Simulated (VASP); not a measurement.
# CoO (F-43m) in VASP: further runs

The runs below take CoO through single point, with PBE.

All numbers are computed with VASP 6.6.1; they aren't measurements. Logs are shortened: lines on timing, memory, paths and dates and some standing lists are left out, and cuts for length are marked.

### 1 The cell of the first run

Symmetry: F-43m, No. 216, cubic system. The conventional cell has a = 4.687 Å, b = 4.687 Å, c = 4.687 Å, α = 90.00°, β = 90.00°, γ = 90.00°. Co (site symmetry -43m) has 4 O at 2.03 Å within 2.7 Å. O (site symmetry -43m) has 4 Co at 2.03 Å within 2.7 Å.

### 2 Single point, PBE, collinear spin, ferromagnetic start

File INCAR:

```
ALGO = Normal
EDIFF = 1E-6
ENCUT = 600
GGA = PE
GGA_COMPAT = False
ISIF = 2
ISMEAR = -1
ISPIN = 2
LASPH = True
LCHARG = True
LELF = True
LMAXMIX = 4
LORBIT = 11
LREAL = False
LVHAR = True
LWAVE = False
MAGMOM = 2 0
NBANDS = 22
NELM = 200
PREC = Accurate
SIGMA = 0.05
```

File KPOINTS:

```
k-points
0
Gamma
  10 10 10
```

File POSCAR:

```
CoO
1.0
    0.0000000000      2.3436418400      2.3436418400
    2.3436418400      0.0000000000      2.3436418400
    2.3436418400      2.3436418400      0.0000000000
Co O
1 1
Direct
    0.0000000000      0.0000000000      0.0000000000
    0.2500000000      0.2500000000      0.2500000000
```

Potentials or basis: VASP PAW PBE potentials, release 64 (Co_sv, O).

Launch:

```bash
cat potpaw_PBE.64/Co_sv/POTCAR potpaw_PBE.64/O/POTCAR > POTCAR
mpirun -np 1 vasp_std > vasp.out
```

OUTCAR:

```text
EDIFF = 1E-6
   ENCUT = 600
   GGA = PE
   ISIF = 2
   ISMEAR = -1
   ISPIN = 2
   LASPH = True
   LORBIT = 11
   LREAL = False
   NELM = 200
   PREC = Accurate

 ion  position               nearest neighbor table
   1  0.000  0.000  0.000-   2 2.03   2 2.03   2 2.03   2 2.03
   2  0.250  0.250  0.250-   1 2.03   1 2.03   1 2.03   1 2.03

  LATTYP: Found a face centered cubic cell.
 ALAT       =     4.6872836800

  Lattice vectors:

 A1 = (   0.0000000000,   2.3436418400,   2.3436418400)
 A2 = (   2.3436418400,   0.0000000000,   2.3436418400)
 A3 = (   2.3436418400,   2.3436418400,   0.0000000000)

Analysis of symmetry for initial positions (statically):
=====================================================================
 Subroutine PRICEL returns:
 Original cell was already a primitive cell.

 Routine SETGRP: Setting up the symmetry group for a
 face centered cubic supercell.

 Subroutine GETGRP returns: Found 24 space group operations
 (whereof 24 operations were pure point group operations)
 out of a pool of 48 trial point group operations.

The static configuration has the point symmetry T_d .

Analysis of symmetry for dynamics (positions and initial velocities):
=====================================================================
 Subroutine PRICEL returns:
 Original cell was already a primitive cell.

 Routine SETGRP: Setting up the symmetry group for a
 face centered cubic supercell.

 Subroutine GETGRP returns: Found 24 space group operations
 (whereof 24 operations were pure point group operations)
 out of a pool of 48 trial point group operations.

The dynamic configuration has the point symmetry T_d .

Analysis of structural, dynamic, and magnetic symmetry:
=====================================================================
 Subroutine PRICEL returns:
 Original cell was already a primitive cell.

 Routine SETGRP: Setting up the symmetry group for a
 face centered cubic supercell.

 Subroutine GETGRP returns: Found 24 space group operations
 (whereof 24 operations were pure point group operations)
 out of a pool of 48 trial point group operations.

The overall configuration has the point symmetry T_d .

 Subroutine INISYM returns: Found 24 space group operations
 (whereof 24 operations are pure point group operations),
 and found     1 'primitive' translations

----------------------------------------------------------------------------------------

                                     Primitive cell

  volume of cell :      25.7456

  direct lattice vectors                    reciprocal lattice vectors
     0.000000000  2.343641840  2.343641840    -0.213343179  0.213343179  0.213343179
     2.343641840  0.000000000  2.343641840     0.213343179 -0.213343179  0.213343179
     2.343641840  2.343641840  0.000000000     0.213343179  0.213343179 -0.213343179

  length of vectors
     3.314410075  3.314410075  3.314410075     0.369521225  0.369521225  0.369521225

  position of ions in fractional coordinates (direct lattice)
     0.000000000  0.000000000  0.000000000
     0.250000000  0.250000000  0.250000000

  ion indices of the primitive-cell ions
   primitive index   ion index
                 1           1
                 2           2

----------------------------------------------------------------------------------------

 KPOINTS: k-points

Automatic generation of k-mesh.
 Grid dimensions read from file:
 generate k-points for:   10   10   10

 Generating k-lattice:

  Cartesian coordinates                     Fractional coordinates (reciprocal lattice)
    -0.021334318  0.021334318  0.021334318     0.100000000  0.000000000  0.000000000
     0.021334318 -0.021334318  0.021334318     0.000000000  0.100000000  0.000000000
     0.021334318  0.021334318 -0.021334318     0.000000000  0.000000000  0.100000000

  Length of vectors
     0.036952123  0.036952123  0.036952123

  Shift w.r.t. Gamma in fractional coordinates (k-lattice)
     0.000000000  0.000000000  0.000000000

 Subroutine IBZKPT returns following result:
 ===========================================

 Found     47 irreducible k-points:

 Following reciprocal coordinates:
            Coordinates               Weight
  0.000000  0.000000  0.000000      1.000000
  0.100000  0.000000  0.000000      8.000000
  0.200000  0.000000  0.000000      8.000000
  0.300000  0.000000  0.000000      8.000000
  0.400000  0.000000  0.000000      8.000000
  0.500000  0.000000  0.000000      4.000000
[... 16 lines left out ...]
  0.300000  0.300000  0.000000      6.000000
  0.400000  0.300000  0.000000     24.000000
 [... further k-points ...]
   k-points           NKPTS =     47   k-points in BZ     NKDIM =     47   number of bands    NBANDS=     22
   number of dos      NEDOS =    301   number of ions     NIONS =      2
   total plane-waves  NPLWV =  21952
   dimension x,y,z NGX =    28 NGY =   28 NGZ =   28
   dimension x,y,z NGXF=    56 NGYF=   56 NGZF=   56
   ions per type =               1   1
   NGX,Y,Z   is equivalent  to a cutoff of  14.04, 14.04, 14.04 a.u.
   NGXF,Y,Z  is equivalent  to a cutoff of  28.09, 28.09, 28.09 a.u.
 SYSTEM =  unknown system
   PREC   = accura    normal or accurate (medium, high low for compatibility)
   ISTART =      0    job   : 0-new  1-cont  2-samecut
   ICHARG =      2    charge: 1-file 2-atom 10-const
   ISPIN  =      2    spin polarized calculation?
   LNONCOLLINEAR =      F non collinear calculations
   LSORBIT =      F    spin-orbit coupling
   LASPH  =      T    aspherical Exc in radial PAW
   ENCUT  =  600.0 eV  44.10 Ry    6.64 a.u.   6.62  6.62  6.62*2*pi/ulx,y,z
   NELM   =    200;   NELMIN=  2; NELMDL= -5     # of ELM steps
   EDIFF  = 0.1E-05   stopping-criterion for ELM
   LREAL  =      F    real-space projection
   EDIFFG = 0.1E-04   stopping-criterion for IOM
   NSW    =      0    number of steps for IOM
   IBRION =     -1    ionic relax: 0-MD 1-quasi-New 2-CG
   NFREE  =      0    steps in history (QN), initial steepest desc. (CG)
   ISIF   =      2    stress and relaxation
   ISYM   =      2    0-nonsym 1-usesym 2-fastsym
   POTIM  = 0.5000    time-step for ionic-motion
   TEBEG  =    0.0;   TEEND  =   0.0 temperature during run
   PSTRESS=    0.0 pullay stress
   NELECT =      23.0000    total number of electrons
   NUPDOWN=      -1.0000    fix difference up-down
   EMIN   =  10.00;   EMAX   =-10.00  energy-range for DOS
   EFERMI =   0.00;   METHOD = LEGACY
   ISMEAR =    -1;   SIGMA  =   0.05  broadening in eV -4-tet -1-fermi 0-gaus
   EFERMI_NEDOS =   21; number of points for ismear=-14 and -15
   IALGO  =     38    algorithm
   IMIX   =      4    mixing-type and parameters
     AMIX     =   0.40;   BMIX     =  1.00
     AMIX_MAG =   1.60;   BMIX_MAG =  1.00
  volume/ion in A,a.u.               =      12.87        86.87
  Fermi-wavevector in a.u.,A,eV,Ry     =   1.576702  2.979534 33.823923  2.485988
  Thomas-Fermi vector in A             =   2.677495
   LORBIT       =     11    0 simple, 1 ext, 2 COOP (PROOUT), +10 PAW based schemes
   GGA     = PE    functional components
   LHFCALC =     F    Hartree Fock is set to
   AEXX    =    0.0000 exact exchange contribution
   IVDW    =     0    specifies the selected vdW correction
   LEPSILON=     F    determine dielectric tensor
   LRPA    =     F    only Hartree local field effects (RPA)
 spin polarized calculation
  energy-cutoff  :      600.00
  volume of cell :       25.75
 maximum number of plane-waves:       889
   NGX = 13   NGY = 13   NGZ = 13

 number of electron      22.9999996 magnetization       2.9815684

 Free energy of the ion-electron system (eV)
  ---------------------------------------------------
  ext. energy  EPLUGINS =         0.00000000
  ---------------------------------------------------
  free energy    TOTEN  =       -13.33270434 eV

  energy without entropy =      -13.32002232  energy(sigma->0) =      -13.32636333

 E-fermi :   5.4255     XC(G=0): -10.7833

 val. band max:        5.4231723844   @ k =   0.0000   0.0000   0.0000
 cond. band min:       5.4571299458   @ k =  -0.3000   0.4000   0.2000
 fundamental gap:      0.0339575614
 Fermi energy:         5.4255395568

 spin component 1

 k-point     1 :       0.0000    0.0000    0.0000
  band No.  band energies     occupation
      1     -91.1669      1.00000
      2     -54.4203      1.00000
      3     -54.4203      1.00000
      4     -54.4203      1.00000
      5     -13.7102      1.00000
      6      -0.0597      1.00000
[... 14 lines left out ...]
     21      24.7712      0.00000
     22      26.8502      0.00000

 k-point     2 :       0.1000    0.0000    0.0000
  band No.  band energies     occupation
      1     -91.1668      1.00000
      2     -54.4218      1.00000
      3     -54.4209      1.00000
      4     -54.4209      1.00000
      5     -13.6648      1.00000
      6      -0.1822      1.00000
[... 14 lines left out ...]
     21      26.5388      0.00000
     22      27.8146      0.00000

 k-point     3 :       0.2000    0.0000    0.0000
  band No.  band energies     occupation
      1     -91.1666      1.00000
      2     -54.4240      1.00000
      3     -54.4213      1.00000
      4     -54.4213      1.00000
      5     -13.5445      1.00000
      6      -0.4319      1.00000
[... 14 lines left out ...]
     21      28.7090      0.00000
     22      29.4290      0.00000
[... 476 lines left out ...]
 k-point    23 :       0.3000    0.3000    0.0000
  band No.  band energies     occupation
      1     -91.1662      1.00000
      2     -54.4267      1.00000
      3     -54.4228      1.00000
      4     -54.4228      1.00000
      5     -13.2940      1.00000
      6      -0.7803      1.00000
[... 14 lines left out ...]
     21      30.4873      0.00000
     22      30.4873      0.00000

 k-point    24 :       0.4000    0.3000    0.0000
  band No.  band energies     occupation
      1     -91.1660      1.00000
      2     -54.4285      1.00000
      3     -54.4235      1.00000
      4     -54.4231      1.00000
      5     -13.1985      1.00000
      6      -0.7758      1.00000
[... 14 lines left out ...]
     21      30.4120      0.00000
     22      32.0981      0.00000

 [... further k-points ...]

 spin component 2

 k-point     1 :       0.0000    0.0000    0.0000
  band No.  band energies     occupation
      1     -88.1402      1.00000
      2     -51.4662      1.00000
      3     -51.4660      1.00000
      4     -51.4660      1.00000
      5     -13.1488      1.00000
      6       1.2773      1.00000
[... 14 lines left out ...]
     21      25.1147      0.00000
     22      27.2588      0.00000

 k-point     2 :       0.1000    0.0000    0.0000
  band No.  band energies     occupation
      1     -88.1401      1.00000
      2     -51.4677      1.00000
      3     -51.4667      1.00000
      4     -51.4666      1.00000
      5     -13.1009      1.00000
      6       1.0478      1.00000
[... 14 lines left out ...]
     21      27.0063      0.00000
     22      28.2935      0.00000

 k-point     3 :       0.2000    0.0000    0.0000
  band No.  band energies     occupation
      1     -88.1399      1.00000
      2     -51.4705      1.00000
      3     -51.4672      1.00000
      4     -51.4671      1.00000
      5     -12.9737      1.00000
      6       0.5801      1.00000
[... 14 lines left out ...]
     21      29.2260      0.00000
     22      29.9555      0.00000
[... 476 lines left out ...]
 k-point    23 :       0.3000    0.3000    0.0000
  band No.  band energies     occupation
      1     -88.1394      1.00000
      2     -51.4741      1.00000
      3     -51.4692      1.00000
      4     -51.4691      1.00000
      5     -12.7078      1.00000
      6       0.0351      1.00000
[... 14 lines left out ...]
     21      31.0917      0.00000
     22      31.0917      0.00000

 k-point    24 :       0.4000    0.3000    0.0000
  band No.  band energies     occupation
      1     -88.1392      1.00000
      2     -51.4761      1.00000
      3     -51.4700      1.00000
      4     -51.4696      1.00000
      5     -12.6056      1.00000
      6      -0.0521      1.00000
[... 14 lines left out ...]
     21      30.9216      0.00000
     22      32.6049      0.00000

 [... further k-points ...]
[... 5 lines left out ...]
  --------------------------------------------------------------------------------------
  -------------------------------------------------------------------------------------
  Total       -2.2457415     -2.2457415     -2.2457415      0.0000000      0.0000000      0.0000000
  in kB     -139.7547672   -139.7547672   -139.7547672      0.0000000      0.0000000      0.0000000
  external PRESSURE =    -139.7547672 kB  Pullay stress =       0.0000000 kB

 VOLUME and BASIS-vectors are now :
 -----------------------------------------------------------------------------
  energy-cutoff  :      600.00
  volume of cell :       25.75
      direct lattice vectors                 reciprocal lattice vectors
     0.000000000  2.343641840  2.343641840    -0.213343179  0.213343179  0.213343179
     2.343641840  0.000000000  2.343641840     0.213343179 -0.213343179  0.213343179
     2.343641840  2.343641840  0.000000000     0.213343179  0.213343179 -0.213343179

 POSITION                                       TOTAL-FORCE (eV/Angst)
 -----------------------------------------------------------------------------------
      0.00000      0.00000      0.00000         0.000000      0.000000      0.000000
      1.17182      1.17182      1.17182        -0.000000     -0.000000     -0.000000
 -----------------------------------------------------------------------------------
    total drift:                               -0.000000     -0.000000     -0.000000

  FREE ENERGIE OF THE ION-ELECTRON SYSTEM (eV)
  ---------------------------------------------------
  free  energy   TOTEN  =       -13.3327043411 eV

  energy  without entropy=      -13.3200223151  energy(sigma->0) =      -13.32636333

 total charge

# of ion       s       p       d       tot
------------------------------------------
    1        2.151   6.065   6.652  14.869
    2        1.547   3.397   0.000   4.944
--------------------------------------------------
tot          3.698   9.463   6.652  19.813

 magnetization (x)

# of ion       s       p       d       tot
------------------------------------------
    1        0.013   0.019   2.454   2.486
    2        0.020   0.298   0.000   0.318
--------------------------------------------------
tot          0.033   0.317   2.454   2.804
```

It took 43 s on 1 thread of Intel Xeon 6975P-C (Granite Rapids), shared host; peak memory 0.19 GiB.

What came out:

```yaml
Free_energy: -13.3327 eV
Pressure: -14.0 GPa
Band_gap_on_the_k_mesh: zero (filled and empty bands overlap)
Net_moment: 2.98 μB per cell
Site_moments: Co +2.49; O +0.32 μB
Valence_electrons_inside_the_program's_atomic_spheres: Co 14.87; O 4.94
```

Caveat: a cell with one magnetic atom can't hold antiferromagnetic order, which such compounds often take; semilocal functionals often make such compounds metallic where correlation or magnetic order opens a gap, which also shifts bond lengths. With open d or f shells a metallic result of PBE can be an artefact of self-interaction; +U or a hybrid may open a gap.

(Part 1 of 2 ends here.)
